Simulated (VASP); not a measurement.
Gd:

```
CELL_PARAMETERS angstrom
0.00000 2.58582 2.58582
2.58582 0.00000 2.58582
2.58582 2.58582 0.00000
ATOMIC_POSITIONS crystal
Gd 0.00000 0.00000 0.00000
```

Program: VASP 6.6.1. Alike in all runs: task single point; level PBE; potentials or basis VASP PAW PBE potentials, release 64 (Gd); spin collinear, ferromagnetic start; cell as given; k mesh 8 × 8 × 8; cutoff (eV) 520; smearing fermi-dirac 0.05 eV.

Order these runs on this cell by their pressure, lowest first.
A. fixed moment (μB) 14.0
B. fixed moment (μB) 7.0
C. fixed moment (μB) 3.5
D. fixed moment (μB) 8.8

B (-1.6 GPa), D (1.2 GPa), C (4.2 GPa), A (6.4 GPa).

Caveats: the total moment is fixed, so each spin has its own Fermi level.
